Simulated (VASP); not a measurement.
## Cu: relaxation of cell and atoms with PBE

Cu:

```
CELL_PARAMETERS angstrom
2.56795 0.00000 0.00000
-1.28398 2.22391 0.00000
0.00000 0.00000 6.29009
ATOMIC_POSITIONS crystal
Cu 0.00000 0.00000 0.00000
Cu 0.33333 0.66667 0.33333
Cu 0.66667 0.33333 0.66667
```

```json
{"Program": "VASP 6.6.1", "Task": "relaxation of cell and atoms", "Functional": "PBE", "Potentials or basis": "VASP PAW PBE potentials, release 64 (Cu)", "Cutoff": "600 eV", "k mesh": "18 × 18 × 7", "Occupations": "gaussian, width 0.1 eV", "Spin": "no spin polarisation", "Dipole correction": "no", "Further INCAR settings": "ALGO = Fast; EDIFF = 1e-06; IBRION = 2; EDIFFG = -0.01; NSW = 65; ISIF = 3"}
```

* Relaxed volume: 12.01 Å³/atom
* Relaxed cell: a = 2.572 Å, b = 2.572 Å, c = 6.291 Å, α = 90.00°, β = 90.00°, γ = 120.00°
* Space group after relaxing (to 0.05 Å): Fm-3m (No. 225)
* Energy gained by relaxing: 0.1 meV/atom
* Ionic steps: 5
* Pressure after relaxing: 0.0 GPa

Step by step:
```
step  energy change (eV)  largest force (eV/Å)  pressure (GPa)  volume (Å³)
   1              0.0000                0.0000            0.46        35.92
   2             -0.0001                0.0000           -0.57        36.10
   3             -0.0002                0.0000           -0.07        36.04
   4             -0.0002                0.0000            0.12        36.03
   5             -0.0002                0.0000            0.03        36.04
```

Final structure:
```xyz
3
Lattice="2.5722 0.0000 0.0000 -1.2861 2.2276 0.0000 0.0000 0.0000 6.2908" Properties=species:S:1:pos:R:3 pbc="T T T"
Cu    1.2861    2.2276    0.0000
Cu    0.0000    1.4850    2.0969
Cu    1.2861    0.7425    4.1939
```

Levels at points of the mesh, in eV from the Fermi level:
```
           k point  band 14  band 15  band 16  band 17  band 18  band 19  band 20
(0.00, 0.00, 0.00)    -2.16    -1.87    -1.87    -1.87    -1.87     8.55     8.55
(0.50, 0.00, 0.00)    -1.46    -1.46     0.48     0.48     1.53     4.95     4.95
```

Wall time 4.2 min on 1 thread of Intel(R) Xeon(R) 6975P-C (Granite Rapids), with other jobs on the host, peak memory 0.29 GiB.
